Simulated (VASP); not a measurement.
# MgPt2O3 (Cmcm) in VASP: single point with PBEsol

Aim: the single point of MgPt2O3 with PBEsol.

Everything below comes from runs of VASP 6.6.1. Logs are shortened: lines on timing, memory, paths and dates and some standing lists are left out, and cuts for length are marked.

## Step 1: The cell of the first run

Symmetry: Cmcm, No. 63, orthorhombic system. Conventional cell: a = 5.596 Å, b = 6.330 Å, c = 7.980 Å, α = 90.00°, β = 90.00°, γ = 90.00°. Mg (site symmetry m2m) has 4 O at 2.03 to 2.20 Å and 4 Pt at 2.80 Å within 2.8 Å. Pt (site symmetry -1) has 4 O at 2.02 to 2.11 Å and 2 Mg at 2.80 Å and 2 Pt at 2.80 Å within 2.8 Å. O (site symmetry m) has 2 Pt at 2.02 Å and 2 Mg at 2.03 to 2.20 Å and 4 O at 2.73 to 2.82 Å within 2.9 Å. O (site symmetry 2/m) has 4 Pt at 2.11 Å and 4 O at 2.73 Å within 2.8 Å.

## Step 2: Single point, PBEsol

The input, INCAR:

```
ALGO = Normal
EDIFF = 1E-6
ENCUT = 840
GGA = PS
GGA_COMPAT = False
ISIF = 2
ISMEAR = -1
LASPH = True
LCHARG = False
LREAL = False
LWAVE = False
NBANDS = 76
NELM = 120
PREC = Accurate
SIGMA = 0.05
```

The input, KPOINTS:

```
k-points
0
Gamma
  4 4 2
```

The input, POSCAR:

```
MgPt2O3
1.0
    2.8065416682     -3.1574634826     -0.0044424666
    2.7892473452      3.1726434161      0.0044699631
    0.0000010146     -0.0111853950      7.9795480552
Mg Pt O
2 4 6
Direct
    0.5330051472      0.4714307054      0.0016403069
    0.4658224902      0.5385901392      0.5016440692
   -0.0005872928      0.5050066871      0.2516437955
    0.4994170308      0.0050069627      0.2516415791
   -0.0005951860      0.5050052054      0.7516434179
    0.4994137278      0.0050013160      0.7516408443
    0.0504341204      0.4499756002      0.0016439753
    0.5544621193     -0.0459983317      0.0016415659
   -0.0005818983      0.0050080712      0.2516408829
    0.4443671153      1.0560182636      0.5016408381
    0.9483909598      0.5600447278      0.5016428788
   -0.0005839606      0.0050048695      0.7516478029
```

Potentials or basis: VASP PAW PBE potentials, release 64 (Mg_sv, Pt_sv_GW, O).

Run with:

```sh
$ cat potpaw_PBE.64/Mg_sv/POTCAR potpaw_PBE.64/Pt_sv_GW/POTCAR potpaw_PBE.64/O/POTCAR > POTCAR
$ mpirun -np 1 vasp_std > vasp.out
```

OUTCAR:

```text
EDIFF = 1E-6
   ENCUT = 840
   GGA = PS
   ISIF = 2
   ISMEAR = -1
   LASPH = True
   LREAL = False
   NELM = 120
   PREC = Accurate

 ion  position               nearest neighbor table
   1  0.533  0.471  0.002-   8 2.03   7 2.03
   2  0.466  0.539  0.502-  10 2.03  11 2.03
   3  0.999  0.505  0.252-  11 2.02   7 2.02   9 2.11   9 2.11   4 2.80   4 2.80   4 3.17   4 3.17

   4  0.499  0.005  0.252-  10 2.02   8 2.02   9 2.11   9 2.11   3 2.80   3 2.80   3 3.17   3 3.17

   5  0.999  0.505  0.752-  11 2.02   7 2.02  12 2.11  12 2.11   6 2.80   6 2.80   6 3.17   6 3.17

   6  0.499  0.005  0.752-   8 2.02  10 2.02  12 2.11  12 2.11   5 2.80   5 2.80   5 3.17   5 3.17

   7  0.050  0.450  0.002-   3 2.02   5 2.02   1 2.03
   8  0.554  0.954  0.002-   4 2.02   6 2.02   1 2.03
   9  0.999  0.005  0.252-   3 2.11   3 2.11   4 2.11   4 2.11
  10  0.444  0.056  0.502-   4 2.02   6 2.02   2 2.03
  11  0.948  0.560  0.502-   3 2.02   5 2.02   2 2.03
  12  0.999  0.005  0.752-   5 2.11   5 2.11   6 2.11   6 2.11

  Warning from LATTYP: Monoclinic adjustment (A1->A3, A2->A1, A3->A2)!
  LATTYP: Found a simple monoclinic cell.
 ALAT       =     4.2244037424
 B/A-ratio  =     1.8889188585
 C/A-ratio  =     1.0000191792
 COS(beta)  =    -0.1226826948

  Lattice vectors:

 A1 = (   2.7892473452,   3.1726434161,   0.0044699631)
 A2 = (   0.0000010146,  -0.0111853950,   7.9795480552)
 A3 = (   2.8065416682,  -3.1574634826,  -0.0044424666)

Analysis of symmetry for initial positions (statically):
=====================================================================
 Subroutine PRICEL returns:
 Original cell was already a primitive cell.

 Routine SETGRP: Setting up the symmetry group for a
 simple monoclinic supercell.

 Subroutine GETGRP returns: Found  2 space group operations
 (whereof  1 operations were pure point group operations)
 out of a pool of  4 trial point group operations.

The static configuration has the point symmetry C_1 .
 The point group associated with its full space group is C_1h.

Analysis of symmetry for dynamics (positions and initial velocities):
=====================================================================
 Subroutine PRICEL returns:
 Original cell was already a primitive cell.

 Routine SETGRP: Setting up the symmetry group for a
 simple monoclinic supercell.

[... 127 lines left out ...]
   ISYM   =      2    0-nonsym 1-usesym 2-fastsym
   POTIM  = 0.5000    time-step for ionic-motion
   TEBEG  =    0.0;   TEEND  =   0.0 temperature during run
   PSTRESS=    0.0 pullay stress
   NELECT =     128.0000    total number of electrons
   NUPDOWN=      -1.0000    fix difference up-down
   EMIN   =  10.00;   EMAX   =-10.00  energy-range for DOS
   EFERMI =   0.00;   METHOD = LEGACY
   ISMEAR =    -1;   SIGMA  =   0.05  broadening in eV -4-tet -1-fermi 0-gaus
   EFERMI_NEDOS =   21; number of points for ismear=-14 and -15
   IALGO  =     38    algorithm
   IMIX   =      4    mixing-type and parameters
     AMIX     =   0.40;   BMIX     =  1.00
     AMIX_MAG =   1.60;   BMIX_MAG =  1.00
  volume/ion in A,a.u.               =      11.78        79.48
  Fermi-wavevector in a.u.,A,eV,Ry     =   1.583932  2.993198 34.134854  2.508841
  Thomas-Fermi vector in A             =   2.683627
   LORBIT       =      0    0 simple, 1 ext, 2 COOP (PROOUT), +10 PAW based schemes
   GGA     = PS    functional components
   LHFCALC =     F    Hartree Fock is set to
   AEXX    =    0.0000 exact exchange contribution
   IVDW    =     0    specifies the selected vdW correction
   LEPSILON=     F    determine dielectric tensor
   LRPA    =     F    only Hartree local field effects (RPA)
 non-spin polarized calculation
  energy-cutoff  :      840.00
  volume of cell :      141.33
 maximum number of plane-waves:      7846
   NGX = 19   NGY = 19   NGZ = 37

 number of electron     128.0000003 magnetization

 Free energy of the ion-electron system (eV)
  ---------------------------------------------------
  ext. energy  EPLUGINS =         0.00000000
  ---------------------------------------------------
  free energy    TOTEN  =       -70.64443362 eV

  energy without entropy =      -70.59433183  energy(sigma->0) =      -70.61938273

 E-fermi :   6.1517     XC(G=0): -12.2393

 val. band max:        6.1502382913   @ k =  -0.2500   0.2500   0.0000
 cond. band min:       6.1663864768   @ k =   0.5000   0.5000   0.0000
 fundamental gap:      0.0161481855
 Fermi energy:         6.1516657563

 k-point     1 :       0.0000    0.0000    0.0000
  band No.  band energies     occupation
      1     -92.9034      2.00000
      2     -92.9030      2.00000
      3     -92.8923      2.00000
      4     -92.8920      2.00000
      5     -68.3143      2.00000
      6     -68.3143      2.00000
[... 1569 lines left out ...]
     75      13.9934      0.00000
     76      13.9938      0.00000

------------------------ aborting loop because EDIFF is reached ----------------------------------------

  FORCE on cell =-STRESS in cart. coord.  units (eV):
  Direction    XX          YY          ZZ          XY          YZ          ZX
  --------------------------------------------------------------------------------------
  -------------------------------------------------------------------------------------
  Total        0.0628431      0.0761268      0.1699990      0.0007763     -0.0001311      0.0000012
  in kB        0.7124316      0.8630246      1.9272241      0.0088005     -0.0014864      0.0000134
  external PRESSURE =       1.1675601 kB  Pullay stress =       0.0000000 kB

 VOLUME and BASIS-vectors are now :
 -----------------------------------------------------------------------------
  energy-cutoff  :      840.00
  volume of cell :      141.33
      direct lattice vectors                 reciprocal lattice vectors
     2.806541668 -3.157463483 -0.004442467     0.179133027 -0.157485500 -0.000220779
     2.789247345  3.172643416  0.004469963     0.178275941  0.158461966  0.000222103
     0.000001015 -0.011185395  7.979548055    -0.000000137 -0.000176444  0.125320133

 POSITION                                       TOTAL-FORCE (eV/Angst)
 -----------------------------------------------------------------------------------
      2.81084     -0.18728      0.01283        -0.001126     -0.005337     -0.000008
      2.80961      0.23233      4.00323         0.001131      0.005153      0.000007
      4.21348     -1.55622      2.00582         0.000068     -0.000109      0.000003
      1.41560     -1.56382      2.00579        -0.000034      0.000150      0.000002
      4.21346     -1.56179      5.99559         0.000068     -0.000109     -0.000003
      1.41558     -1.56942      5.99556        -0.000034      0.000150     -0.000002
      1.39664      1.26835      0.01491         0.003757      0.001352      0.000002
      4.21707      1.27599      0.01490        -0.003520      0.001512      0.000002
      2.81888     -3.14255      2.00356         0.000022      0.000078      0.000020
      1.40338     -1.23096      4.00114         0.003585     -0.001464     -0.000002
      4.22380     -1.22330      4.00117        -0.003940     -0.001454     -0.000002
      2.81886     -3.14815      5.99339         0.000022      0.000078     -0.000020
 -----------------------------------------------------------------------------------
    total drift:                                0.000288      0.000853     -0.584249

  FREE ENERGIE OF THE ION-ELECTRON SYSTEM (eV)
  ---------------------------------------------------
  free  energy   TOTEN  =       -70.6444336211 eV

  energy  without entropy=      -70.5943318299  energy(sigma->0) =      -70.61938273
```

OSZICAR:

```text
N       E                     dE             d eps       ncg     rms          rms(c)
DAV:   1     0.212320203533E+04    0.21232E+04   -0.11025E+05  3160   0.266E+03
DAV:   2     0.760661661320E+02   -0.20471E+04   -0.19812E+04  3288   0.767E+02
DAV:   3    -0.764955183438E+02   -0.15256E+03   -0.14719E+03  3640   0.203E+02
DAV:   4    -0.935095864053E+02   -0.17014E+02   -0.16857E+02  4976   0.390E+01
DAV:   5    -0.940583178459E+02   -0.54873E+00   -0.54708E+00  3828   0.716E+00    0.114E+02
DAV:   6    -0.733787444147E+02    0.20680E+02   -0.10963E+02  3392   0.476E+01    0.909E+01
DAV:   7    -0.725612663310E+02    0.81748E+00   -0.34103E+01  3628   0.304E+01    0.414E+01
DAV:   8    -0.706490553224E+02    0.19122E+01   -0.50644E+00  3616   0.130E+01    0.312E+00
DAV:   9    -0.706525601003E+02   -0.35048E-02   -0.75672E-01  3428   0.401E+00    0.307E+00
DAV:  10    -0.706462581235E+02    0.63020E-02   -0.50158E-02  3540   0.104E+00    0.147E+00
DAV:  11    -0.706449641853E+02    0.12939E-02   -0.13100E-02  3516   0.572E-01    0.105E+00
DAV:  12    -0.706444473168E+02    0.51687E-03   -0.29934E-03  3296   0.297E-01    0.242E-01
DAV:  13    -0.706444491416E+02   -0.18248E-05   -0.30294E-04  3840   0.972E-02    0.109E-01
DAV:  14    -0.706444378584E+02    0.11283E-04   -0.10024E-04  3544   0.629E-02    0.442E-02
DAV:  15    -0.706444352270E+02    0.26315E-05   -0.49577E-05  3360   0.408E-02    0.474E-02
DAV:  16    -0.706444335231E+02    0.17038E-05   -0.71373E-06  2868   0.156E-02    0.100E-02
DAV:  17    -0.706444336211E+02   -0.97927E-07   -0.91322E-07  1732   0.521E-03
   1 F= -.70644434E+02 E0= -.70619383E+02  d E =-.501018E-01
```

Run time: 10 min. Hardware: 1 thread of Intel Xeon Platinum 8124M at 3.00GHz (Skylake/Cascade Lake), shared host; peak memory 0.58 GiB.

Results:

| Quantity | Value |
| --- | --- |
| Free energy | -70.6444 eV |
| Pressure | 0.1 GPa |
| Largest force | 0.005 eV/Å |
| Band gap on the k mesh | zero (bands 64 and 65 overlap by 0.81 eV) |

Forces on the atoms (eV/Å):
```
Mg  -0.001 -0.005  0.000
Mg   0.001  0.005  0.000
Pt   0.000  0.000  0.000
Pt   0.000  0.000  0.000
Pt   0.000  0.000  0.000
Pt   0.000  0.000  0.000
O    0.004  0.001  0.000
O   -0.004  0.002  0.000
O    0.000  0.000  0.000
O    0.004 -0.001  0.000
O   -0.004 -0.001  0.000
O    0.000  0.000  0.000
```

Levels at points of the mesh, in eV from the Fermi level:
| k point | band 60 | band 61 | band 62 | band 63 | band 64 | band 65 | band 66 | band 67 | band 68 | band 69 |
| --- | --- | --- | --- | --- | --- | --- | --- | --- | --- | --- |
| (0.00, 0.00, 0.00) | -1.39 | -1.02 | -0.82 | -0.64 | -0.38 | -0.13 | 0.05 | 0.41 | 1.19 | 2.07 |
| (0.50, 0.00, 0.00) | -1.43 | -0.79 | -0.73 | -0.59 | -0.38 | -0.18 | -0.11 | 0.69 | 2.60 | 3.75 |
| (0.00, 0.50, 0.00) | -1.43 | -0.79 | -0.73 | -0.59 | -0.38 | -0.18 | -0.11 | 0.69 | 2.60 | 3.75 |
| (0.50, 0.50, 0.00) | -0.70 | -0.12 | 0.01 | 0.04 | 0.39 | 0.67 | 0.82 | 1.05 | 1.60 | 3.90 |
| (0.00, 0.00, 0.50) | -1.14 | -0.82 | -0.82 | -0.43 | -0.43 | -0.37 | -0.37 | 1.22 | 1.22 | 2.73 |
| (0.50, 0.00, 0.50) | -1.42 | -1.09 | -1.09 | -0.55 | -0.55 | -0.41 | -0.41 | 2.63 | 2.63 | 4.07 |
| (0.00, 0.50, 0.50) | -1.42 | -1.09 | -1.09 | -0.55 | -0.55 | -0.41 | -0.41 | 2.63 | 2.63 | 4.07 |
| (0.50, 0.50, 0.50) | -0.32 | -0.07 | -0.07 | 0.40 | 0.40 | 0.52 | 0.52 | 2.77 | 2.77 | 2.82 |

Caveat: the k points lie up to 0.39 Å⁻¹ apart, too coarse for converged energies and pressures of a metal; the PAW data sets were made with another functional, which shifts forces and pressure a little; spin-orbit coupling is left out, which moves the levels of the heavy elements.
